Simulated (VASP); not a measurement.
Here is a VASP 6.6.1 calculation.

INCAR

```
PREC = Accurate ; ENCUT = 520
EDIFF = 1E-6 ; ISMEAR = 0
SIGMA = 0.15 ; LREAL = F
LASPH = T ; NELM = 100
ALGO = Fast ; ISIF = 2
LWAVE = F ; LCHARG = T
GGA = PE ; LELF = T
LVHAR = T ; NBANDS = 12
```

KPOINTS

```
Automatic mesh
0
Gamma
  20 20 20
```

Contents of POSCAR:

```
Ti
1.0
   -1.6574100000      1.6410000000      1.6410000000
    1.6574100000     -1.6410000000      1.6410000000
    1.6574100000      1.6410000000     -1.6410000000
Ti
1
Direct
    0.0000000000      0.0000000000      0.0000000000
```

Potentials or basis: VASP PAW PBE potentials, release 64 (Ti_sv).

Run with:

```sh
$ cat potpaw_PBE.64/Ti_sv/POTCAR > POTCAR
$ mpirun -np 1 vasp_std > vasp.out
```

(1) What does it give for the pressure?

(2) What does it give for the band gap on the k mesh?

Answers

(1) -3.6 GPa.

(2) zero (band 6 reaches 8.74 eV, above the bottom of band 7 at 7.17 eV).

Caveat: the cell differs from its parent crystal (strain +0.0100 x Voigt [1, 0, 0, 0, 0, 0]).
